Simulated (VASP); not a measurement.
Li2Zn3S:

```
CELL_PARAMETERS angstrom
5.01025 0.00000 0.00000
-2.50513 4.33901 0.00000
0.00000 0.00000 4.07032
ATOMIC_POSITIONS crystal
Li 0.33333 0.66667 0.00000
Li 0.66667 0.33333 0.00000
Zn 0.50000 0.00000 0.50000
Zn 0.50000 0.50000 0.50000
Zn 0.00000 0.50000 0.50000
S 0.00000 0.00000 0.00000
```

The cell was generated, and may not be a known phase.

| Property | Result |
| --- | --- |
| Program | VASP 6.6.1 |
| Task | relaxation of cell and atoms |
| Functional | PBE |
| Potentials or basis | VASP PAW PBE potentials, release 64 (Li_sv, Zn, S) |
| Cutoff | 750 eV |
| k mesh | 6 × 6 × 4 |
| Occupations | gaussian, width 0.1 eV |
| Spin | no spin polarisation |

At the start: pressure 7.9 GPa; volume 14.75 Å³/atom.

Task: How do energy, volume and symmetry change on relaxing?

Result: Over 9 steps the energy falls by 155.6 meV/atom and the volume is 17.79 Å³/atom (+20.7 %); space group P6/mmm (No. 191, to 0.1 Å) before and after.

The path:
| step | energy change (eV) | largest force (eV/Å) | pressure (GPa) | volume (Å³) |
| --- | --- | --- | --- | --- |
| 1 | 0.0000 | 0.0000 | 7.91 | 88.49 |
| 2 | -0.4216 | 0.0000 | 1.89 | 98.09 |
| 3 | -0.5248 | 0.0000 | -0.94 | 105.30 |
| 4 | -0.5309 | 0.0000 | -1.67 | 107.74 |
| 5 | -0.6713 | 0.0000 | -1.13 | 106.78 |
| 6 | -0.9124 | 0.0000 | 1.60 | 102.89 |
| 7 | -0.9142 | 0.0000 | 1.13 | 103.29 |
| 8 | -0.9142 | 0.0000 | 1.34 | 103.11 |
| 9 | -0.9333 | 0.0000 | 0.28 | 106.76 |

Final structure:
```
Li Zn S
1.0
     4.82637    0.00000    0.00000
    -2.41318    4.17976    0.00000
     0.00000    0.00000    5.29229
Li Zn S
2 3 1
Direct
  0.33333 0.66667 0.00000
  0.66667 0.33333 0.00000
  0.50000 0.00000 0.50000
  0.50000 0.50000 0.50000
  0.00000 0.50000 0.50000
  0.00000 0.00000 0.00000
```

Caveat: the k points lie up to 0.30 Å⁻¹ apart in the final cell, too coarse for converged energies and pressures of a metal; the volume moved by over 15 % at a fixed basis, so the end points are rough.
